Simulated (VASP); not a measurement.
A run of VASP 6.6.1:

File INCAR:

```
SYSTEM = Rb3Zn
PREC = Accurate
ENCUT = 520
EDIFF = 1E-6
ISMEAR = 1
SIGMA = 0.1
LREAL = .FALSE.
LASPH = .TRUE.
NELM = 100
ALGO = Fast
ISIF = 2
LWAVE = .FALSE.
LCHARG = .FALSE.
GGA = PE
NBANDS = 28
```

KPOINTS

```
Automatic mesh
0
G
  6 6 6
  0 0 0
```

Contents of POSCAR:

```
Rb3Zn
1.0
   -3.1396880000      3.1396880000      6.3175350000
    3.1396880000     -3.1396880000      6.3175350000
    3.1396880000      3.1396880000     -6.3175350000
Rb Zn
3 1
Direct
    0.5000000000      0.5000000000      0.0000000000
    0.2500000000      0.7500000000      0.5000000000
    0.7500000000      0.2500000000      0.5000000000
    0.0000000000      0.0000000000      0.0000000000
```

Potentials or basis: VASP PAW PBE potentials, release 64 (Rb_sv, Zn).

The run is started by

```sh
$ cat potpaw_PBE.64/Rb_sv/POTCAR potpaw_PBE.64/Zn/POTCAR > POTCAR
$ mpirun -np 1 vasp_std > vasp.out
```

Hardware: 1 thread of Oxide Virtual Turin-like Processor, on a shared host.

Question: Estimate the wall time of this run.

Answer: Wall time 10 min on 1 thread of Oxide Virtual Turin-like Processor, on a shared host, peak memory 0.57 GiB. Counts: scf iterations 15, k points 30.
